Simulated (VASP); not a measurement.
Wanted: the native input for a VASP 6.6.1 run.

```yaml
Task: single point
Functional: PBE0
Potentials_or_basis: VASP PAW PBE potentials, release 64 (Ge_d)
Cutoff: 520 eV
k_mesh: 4 × 4 × 4
Occupations: fermi-dirac, width 0.05 eV
Spin: no spin polarisation
Dipole_correction: no
Grid_for_exact_exchange_PRECFOCK: Normal
Further_INCAR_settings: ALGO = Normal; EDIFF = 1e-06; NBANDS = 21
Share_of_exact_exchange: 0.25
```

Ge:

```
CELL_PARAMETERS angstrom
0.00000 2.84067 2.84067
2.84067 0.00000 2.84067
2.84067 2.84067 0.00000
ATOMIC_POSITIONS crystal
Ge 0.75000 0.75000 0.75000
Ge 0.50000 0.50000 0.50000
```

The input as run:

POSCAR

```
Ge
1.0
    0.0000000000      2.8406702639      2.8406702639
    2.8406702639      0.0000000000      2.8406702639
    2.8406702639      2.8406702639      0.0000000000
Ge
2
Direct
    0.7500000000      0.7500000000      0.7500000000
    0.5000000000      0.5000000000      0.5000000000
```

INCAR.step1

```
PREC     = Accurate       # precision mode
ENCUT    = 520            # plane-wave cutoff, eV
EDIFF    = 1E-5           # SCF threshold, eV
ISMEAR   = -1             # smearing method
SIGMA    = 0.05           # smearing width, eV
LREAL    = F              # projectors in reciprocal space
LASPH    = T              # aspherical terms in the spheres
NELM     = 100            # most SCF steps
ALGO     = Normal         # electronic algorithm
ISIF     = 2              # what is computed and relaxed
LWAVE    = T              # write WAVECAR
LCHARG   = F              # write CHGCAR
GGA      = PE             # functional
NBANDS   = 21             # bands
```

INCAR.step2

```
PREC     = Accurate       # precision mode
ENCUT    = 520            # plane-wave cutoff, eV
EDIFF    = 1E-6           # SCF threshold, eV
ISMEAR   = -1             # smearing method
SIGMA    = 0.05           # smearing width, eV
LREAL    = F              # projectors in reciprocal space
LASPH    = T              # aspherical terms in the spheres
NELM     = 100            # most SCF steps
ALGO     = Normal         # electronic algorithm
ISIF     = 2              # what is computed and relaxed
LWAVE    = F              # write WAVECAR
LCHARG   = F              # write CHGCAR
GGA      = PE             # functional
LHFCALC  = T              # exact exchange
AEXX     = 0.25           # exact-exchange fraction
PRECFOCK = Normal       
ISTART   = 1            
NBANDS   = 21             # bands
```

KPOINTS

```
regular mesh
0
Gamma
  4 4 4
```

Potentials or basis: VASP PAW PBE potentials, release 64 (Ge_d).

Command:

```bash
$ cat potpaw_PBE.64/Ge_d/POTCAR > POTCAR
$ cp INCAR.step1 INCAR
$ mpirun -np 1 vasp_std > vasp.out
$ cp INCAR.step2 INCAR
$ mpirun -np 1 vasp_std > vasp.out
```

Results of the run:

The pressure is -0.1 GPa. The band gap on the k mesh is 1.54 eV.

Caveat: the k points lie up to 0.48 Å⁻¹ apart; the PAW data sets were made with another functional, which shifts forces and pressure a little.

Wall time 18 min on 1 thread of Intel(R) Xeon(R) Platinum 8488C (Sapphire Rapids), with other jobs on the host, peak memory 0.17 GiB.
